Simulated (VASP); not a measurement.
Write the native input for VASP 6.6.1 that does the following.

| Property | Result |
| --- | --- |
| Task | single point |
| Functional | PBE |
| Potentials or basis | VASP PAW PBE potentials, release 64 (Rh_pv) |
| Cutoff | 500 eV |
| k mesh | 13 × 13 × 13 |
| Occupations | fermi-dirac, width 0.1 eV |
| Spin | no spin polarisation |
| Dipole correction | no |
| Further INCAR settings | ALGO = Normal; EDIFF = 1e-06; NBANDS = 14 |

The structure of Rh lies in POSCAR:

```
Rh
1.0
    0.0000000000      1.8458277038      1.8458277038
    1.8458277038      0.0000000000      1.8458277038
    1.8458277038      1.8458277038      0.0000000000
Rh
1
Direct
    0.0000000000      0.0000000000      0.0000000000
```

One way to write it, as run:

INCAR

```
SYSTEM = Rh
  PREC = Accurate
  ENCUT = 500
  EDIFF = 1E-6
  ISMEAR = -1
  SIGMA = 0.1
  LREAL = .FALSE.
  LASPH = .TRUE.
  NELM = 120
  ALGO = Normal
  ISIF = 2
  LWAVE = .FALSE.
  LCHARG = .FALSE.
  GGA = PE
  NBANDS = 14
  GGA_COMPAT = .FALSE.
```

KPOINTS

```
regular mesh
0
G
  13 13 13
  0 0 0
```

Potentials or basis: VASP PAW PBE potentials, release 64 (Rh_pv).

Launch:

```console
$ cat potpaw_PBE.64/Rh_pv/POTCAR > POTCAR
$ mpirun -np 1 vasp_std > vasp.out
```

Results of the run:

```
Pressure : 38.4 GPa
```

It took 18 s on 1 thread of Intel Xeon 8259CL (shared host), peak memory 0.13 GiB.
